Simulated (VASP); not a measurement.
Here is a VASP 6.6.1 calculation.

POSCAR

```
Rh
1.0
    0.0000000000      1.8591074964      1.8591074964
    1.8591074964      0.0000000000      1.8591074964
    1.8591074964      1.8591074964      0.0000000000
Rh
1
Direct
    0.0000000000      0.0000000000      0.0000000000
```

INCAR.step1

```
  PREC = Accurate
  ENCUT = 520
  EDIFF = 1E-5
  ISMEAR = -1
  SIGMA = 0.05
  LREAL = False
  LASPH = True
  NELM = 80
  ALGO = Normal
  ISIF = 2
  LWAVE = True
  LCHARG = False
  NBANDS = 14
  GGA = PE
```

The input INCAR.step2:

```
  PREC = Accurate
  ENCUT = 520
  EDIFF = 1E-6
  ISMEAR = -1
  SIGMA = 0.05
  LREAL = False
  LASPH = True
  NELM = 80
  ALGO = Normal
  ISIF = 2
  LWAVE = False
  LCHARG = False
  GGA = PE
  LHFCALC = True
  AEXX = 0.25
  PRECFOCK = Normal
  NBANDS = 14
  ISTART = 1
```

The input KPOINTS:

```
regular mesh
0
Gamma
  8 8 8
```

Potentials or basis: VASP PAW PBE potentials, release 64 (Rh_pv).

Run with:

```console
$ cat potpaw_PBE.64/Rh_pv/POTCAR > POTCAR
$ cp INCAR.step1 INCAR
$ mpirun -np 1 vasp_std > vasp.out
$ cp INCAR.step2 INCAR
$ mpirun -np 1 vasp_std > vasp.out
```

What does it give for the pressure?

17.8 GPa.

Predict the band gap on the k mesh.

zero (an odd number of electrons rules out a gap without spin polarisation).

Caveat: the k points lie up to 0.37 Å⁻¹ apart, too coarse for converged energies and pressures of a metal; the PAW data sets were made with another functional, which shifts forces and pressure a little.
